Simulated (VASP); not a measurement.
InSb3:

```
CELL_PARAMETERS angstrom
5.25000 0.00000 0.00000
0.00000 5.25000 0.00000
0.00000 0.00000 5.25000
ATOMIC_POSITIONS crystal
In 0.00000 0.00000 0.00000
Sb 0.50000 0.00000 0.00000
Sb 0.00000 0.00000 0.50000
Sb 0.00000 0.50000 0.00000
```

| Property | Result |
| --- | --- |
| Program | VASP 6.6.1 |
| Task | relaxation of cell and atoms |
| Functional | PBEsol |
| Potentials or basis | VASP PAW PBE potentials, release 64 (In_d, Sb) |
| Cutoff | 500 eV |
| k mesh | 4 × 4 × 4 |
| Occupations | gaussian, width 0.01 eV |
| Spin | no spin polarisation |

At the start: pressure 10.1 GPa; volume 36.18 Å³/atom.

Problem. How do energy, volume and symmetry change on relaxing?

Solution. Over 5 steps the energy falls by 211.4 meV/atom and the volume is 44.31 Å³/atom (+22.5 %); space group Pm-3m (No. 221, to 0.05 Å).

The path:
| step | energy change (eV) | largest force (eV/Å) | pressure (GPa) | volume (Å³) |
| --- | --- | --- | --- | --- |
| 1 | 0.0000 | 0.0000 | 10.09 | 144.70 |
| 2 | -0.6604 | 0.0000 | -2.60 | 197.83 |
| 3 | -0.8455 | 0.0000 | 0.05 | 177.00 |
| 4 | -0.8455 | 0.0000 | -0.07 | 177.69 |
| 5 | -0.8456 | 0.0000 | 0.01 | 177.24 |

Final structure:
```yaml
crystal:
  lattice:
    - [5.61716, 0.00000, 0.00000]
    - [0.00000, 5.61716, 0.00000]
    - [0.00000, 0.00000, 5.61716]
  atoms:
    - { symbol: In, position: [0.00000, 0.00000, 0.00000] }
    - { symbol: Sb, position: [0.50000, 0.00000, 0.00000] }
    - { symbol: Sb, position: [0.00000, 0.00000, 0.50000] }
    - { symbol: Sb, position: [0.00000, 0.50000, 0.00000] }
```

Caveat: the volume moved by over 15 % at a fixed basis, so the end points are rough; the PAW data sets were made with another functional, which shifts forces and pressure a little.
